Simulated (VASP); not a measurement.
# BN (Qingsongite) (F-43m) in VASP: a series of runs

The runs below take BN (Qingsongite) through single point, with PBE.

Program: VASP 6.6.1. These are calculated values, not measurements. Logs are shortened: lines on timing, memory, paths and dates and some standing lists are left out, and cuts for length are marked.

**1. The cell of the first run**

It takes space group F-43m (No. 216, cubic). Conventional cell: a = 3.473 Å, b = 3.473 Å, c = 3.473 Å, α = 90.00°, β = 90.00°, γ = 90.00°. B (site symmetry -43m) has 4 N at 1.50 Å within 2.0 Å. Within 2.0 Å of N (site symmetry -43m) lie 4 B at 1.50 Å.

**2. Single point, PBE (volume scaled by 0.88)**

INCAR reads:

```
SYSTEM = BN
PREC = Accurate ; ENCUT = 520
EDIFF = 1E-6 ; ISMEAR = 0
SIGMA = 0.02 ; LREAL = .FALSE.
LASPH = .TRUE. ; NELM = 100
ALGO = Normal ; ISIF = 2
LWAVE = .FALSE. ; LCHARG = .TRUE.
GGA = PE ; LELF = .TRUE.
LVHAR = .TRUE. ; NBANDS = 11
```

KPOINTS reads:

```
Automatic mesh
0
G
  12 12 12
  0 0 0
```

POSCAR reads:

```
BN
1.0
    0.0000000000      1.7367235634      1.7367235634
    1.7367235634      0.0000000000      1.7367235634
    1.7367235634      1.7367235634      0.0000000000
B N
1 1
Direct
    0.0000000000      0.0000000000      0.0000000000
    0.2500000000      0.2500000000      0.2500000000
```

Potentials or basis: VASP PAW PBE potentials, release 64 (B, N).

Command:

```sh
cat potpaw_PBE.64/B/POTCAR potpaw_PBE.64/N/POTCAR > POTCAR
mpirun -np 1 vasp_std > vasp.out
```

OUTCAR:

```text
SYSTEM = BN
   PREC = Accurate
   ENCUT = 520
   EDIFF = 1E-6
   ISMEAR = 0
   LREAL = .FALSE.
   LASPH = .TRUE.
   NELM = 100
   ISIF = 2
   GGA = PE

 ion  position               nearest neighbor table
   1  0.000  0.000  0.000-   2 1.50   2 1.50   2 1.50   2 1.50
   2  0.250  0.250  0.250-   1 1.50   1 1.50   1 1.50   1 1.50

  LATTYP: Found a face centered cubic cell.
 ALAT       =     3.4734471268

  Lattice vectors:

 A1 = (   0.0000000000,   1.7367235634,   1.7367235634)
 A2 = (   1.7367235634,   0.0000000000,   1.7367235634)
 A3 = (   1.7367235634,   1.7367235634,   0.0000000000)

Analysis of symmetry for initial positions (statically):
=====================================================================
 Subroutine PRICEL returns:
 Original cell was already a primitive cell.

 Routine SETGRP: Setting up the symmetry group for a
 face centered cubic supercell.

 Subroutine GETGRP returns: Found 24 space group operations
 (whereof 24 operations were pure point group operations)
 out of a pool of 48 trial point group operations.

The static configuration has the point symmetry T_d .

Analysis of symmetry for dynamics (positions and initial velocities):
=====================================================================
 Subroutine PRICEL returns:
 Original cell was already a primitive cell.

 Routine SETGRP: Setting up the symmetry group for a
 face centered cubic supercell.

 Subroutine GETGRP returns: Found 24 space group operations
 (whereof 24 operations were pure point group operations)
 out of a pool of 48 trial point group operations.

The dynamic configuration has the point symmetry T_d .

 Subroutine INISYM returns: Found 24 space group operations
 (whereof 24 operations are pure point group operations),
 and found     1 'primitive' translations

----------------------------------------------------------------------------------------

                                     Primitive cell

  volume of cell :      10.4766

  direct lattice vectors                    reciprocal lattice vectors
     0.000000000  1.736723563  1.736723563    -0.287898437  0.287898437  0.287898437
     1.736723563  0.000000000  1.736723563     0.287898437 -0.287898437  0.287898437
     1.736723563  1.736723563  0.000000000     0.287898437  0.287898437 -0.287898437

  length of vectors
     2.456098017  2.456098017  2.456098017     0.498654721  0.498654721  0.498654721

  position of ions in fractional coordinates (direct lattice)
     0.000000000  0.000000000  0.000000000
     0.250000000  0.250000000  0.250000000

[... 85 lines left out ...]
   TEBEG  =    0.0;   TEEND  =   0.0 temperature during run
   PSTRESS=    0.0 pullay stress
   NELECT =       8.0000    total number of electrons
   NUPDOWN=      -1.0000    fix difference up-down
   EMIN   =  10.00;   EMAX   =-10.00  energy-range for DOS
   EFERMI =   0.00;   METHOD = LEGACY
   ISMEAR =     0;   SIGMA  =   0.02  broadening in eV -4-tet -1-fermi 0-gaus
   EFERMI_NEDOS =   21; number of points for ismear=-14 and -15
   IALGO  =     38    algorithm
   IMIX   =      4    mixing-type and parameters
     AMIX     =   0.40;   BMIX     =  1.00
     AMIX_MAG =   1.60;   BMIX_MAG =  1.00
  volume/ion in A,a.u.               =       5.24        35.35
  Fermi-wavevector in a.u.,A,eV,Ry     =   1.496342  2.827676 30.463971  2.239039
  Thomas-Fermi vector in A             =   2.608371
   LORBIT       =      0    0 simple, 1 ext, 2 COOP (PROOUT), +10 PAW based schemes
   GGA     = PE    functional components
   LHFCALC =     F    Hartree Fock is set to
   AEXX    =    0.0000 exact exchange contribution
   IVDW    =     0    specifies the selected vdW correction
   LEPSILON=     F    determine dielectric tensor
   LRPA    =     F    only Hartree local field effects (RPA)
 non-spin polarized calculation
 Gauss-broadening in eV      SIGMA  =   0.02
  energy-cutoff  :      520.00
  volume of cell :       10.48
 maximum number of plane-waves:       295
   NGX =  9   NGY =  9   NGZ =  9

 number of electron       7.9999997 magnetization

 Free energy of the ion-electron system (eV)
  ---------------------------------------------------
  ext. energy  EPLUGINS =         0.00000000
  ---------------------------------------------------
  free energy    TOTEN  =       -17.20233567 eV

  energy without entropy =      -17.20233567  energy(sigma->0) =      -17.20233567

 E-fermi :   9.0416     XC(G=0): -13.4238

 val. band max:        8.9526560194   @ k =   0.0000   0.0000   0.0000
 cond. band min:      13.5293731690   @ k =   0.5000   0.5000   0.0000
 fundamental gap:      4.5767171496
 Fermi energy:         9.0415975557

 k-point     1 :       0.0000    0.0000    0.0000
  band No.  band energies     occupation
      1     -12.7068      2.00000
      2       8.9527      2.00000
      3       8.9527      2.00000
      4       8.9527      2.00000
      5      18.3454      0.00000
      6      18.3454      0.00000
      7      18.3454      0.00000
      8      21.3223      0.00000
      9      36.0301      0.00000
     10      38.2278      0.00000
     11      38.2278      0.00000
[... 309 lines left out ...]
 k-point    24 :      -0.4167    0.1667    0.0000
  band No.  band energies     occupation
      1      -7.4938      2.00000
      2      -2.1265      2.00000
      3       4.4090      2.00000
      4       6.0572      2.00000
      5      18.8411      0.00000
      6      22.1084      0.00000
      7      22.7258      0.00000
      8      26.2582      0.00000
      9      31.5770      0.00000
     10      35.8445      0.00000
     11      38.1683      0.00000

 [... further k-points ...]

------------------------ aborting loop because EDIFF is reached ----------------------------------------

  FORCE on cell =-STRESS in cart. coord.  units (eV):
  Direction    XX          YY          ZZ          XY          YZ          ZX
  --------------------------------------------------------------------------------------
  -------------------------------------------------------------------------------------
  Total        3.9668467      3.9668467      3.9668467     -0.0000000      0.0000000     -0.0000000
  in kB      606.6440093    606.6440093    606.6440093     -0.0000000      0.0000000     -0.0000000
  external PRESSURE =     606.6440093 kB  Pullay stress =       0.0000000 kB

 VOLUME and BASIS-vectors are now :
 -----------------------------------------------------------------------------
  energy-cutoff  :      520.00
  volume of cell :       10.48
      direct lattice vectors                 reciprocal lattice vectors
     0.000000000  1.736723563  1.736723563    -0.287898437  0.287898437  0.287898437
     1.736723563  0.000000000  1.736723563     0.287898437 -0.287898437  0.287898437
     1.736723563  1.736723563  0.000000000     0.287898437  0.287898437 -0.287898437

 POSITION                                       TOTAL-FORCE (eV/Angst)
 -----------------------------------------------------------------------------------
      0.00000      0.00000      0.00000        -0.000000     -0.000000     -0.000000
      0.86836      0.86836      0.86836         0.000000      0.000000      0.000000
 -----------------------------------------------------------------------------------
    total drift:                                0.000000      0.000000     -0.000000

  FREE ENERGIE OF THE ION-ELECTRON SYSTEM (eV)
  ---------------------------------------------------
  free  energy   TOTEN  =       -17.2023356699 eV

  energy  without entropy=      -17.2023356699  energy(sigma->0) =      -17.20233567
```

Wall time 6.6 s (1 thread of Intel Xeon Platinum 8259CL at 2.50GHz (Skylake/Cascade Lake), shared host); peak memory 0.12 GiB.

What came out:

```yaml
Free_energy: -17.2023 eV
Pressure: 60.7 GPa
Band_gap_on_the_k_mesh: 4.58 eV, indirect (least direct gap 9.39 eV)
```

Levels at points of the mesh, in eV from the valence-band top:
```csv
k point,band 1,band 2,band 3,band 4,band 5,band 6,band 7,band 8
"(0.00, 0.00, 0.00)",-21.66,0.00,0.00,0.00,9.39,9.39,9.39,12.37
"(0.50, 0.00, 0.00)",-16.85,-11.85,-2.18,-2.18,11.36,11.36,11.77,16.49
"(0.50, 0.50, 0.00)",-15.32,-9.74,-5.53,-5.53,4.58,9.90,19.84,19.84
```

 A k mesh can miss the band edges.

**3. Single point, PBE (volume scaled by 0.94)**

INCAR reads:

```
PREC = Accurate
ENCUT = 520
EDIFF = 1E-7
ISMEAR = 0
SIGMA = 0.02
LREAL = False
LASPH = True
NELM = 60
ALGO = Normal
ISIF = 2
LWAVE = False
LCHARG = False
GGA = PE
NBANDS = 11
```

KPOINTS reads:

```
Automatic mesh
0
Gamma
  12 12 12
```

POSCAR reads:

```
BN
1.0
    0.0000000000      1.7753299942      1.7753299942
    1.7753299942      0.0000000000      1.7753299942
    1.7753299942      1.7753299942      0.0000000000
B N
1 1
Direct
    0.0000000000      0.0000000000      0.0000000000
    0.2500000000      0.2500000000      0.2500000000
```

Potentials or basis: VASP PAW PBE potentials, release 64 (B, N).

Command:

```sh
cat potpaw_PBE.64/B/POTCAR potpaw_PBE.64/N/POTCAR > POTCAR
mpirun -np 1 vasp_std > vasp.out
```

Run time: 8 s. Hardware: 1 thread of Intel Xeon Platinum 8259CL at 2.50GHz (Skylake/Cascade Lake), shared host; peak memory 0.12 GiB.

Results (log left out):

```
Free energy            : -17.3935 eV
Pressure               : 26.2 GPa
Band gap on the k mesh : 4.51 eV, indirect (least direct gap 9.08 eV)
```

Levels at points of the mesh, in eV from the valence-band top:
| k point | band 1 | band 2 | band 3 | band 4 | band 5 | band 6 | band 7 | band 8 |
| --- | --- | --- | --- | --- | --- | --- | --- | --- |
| (0.00, 0.00, 0.00) | -20.86 | 0.00 | 0.00 | 0.00 | 9.08 | 9.08 | 9.08 | 11.24 |
| (0.50, 0.00, 0.00) | -16.38 | -11.20 | -2.04 | -2.04 | 10.86 | 11.00 | 11.00 | 15.81 |
| (0.50, 0.50, 0.00) | -14.94 | -9.28 | -5.18 | -5.18 | 4.51 | 9.53 | 18.76 | 18.76 |
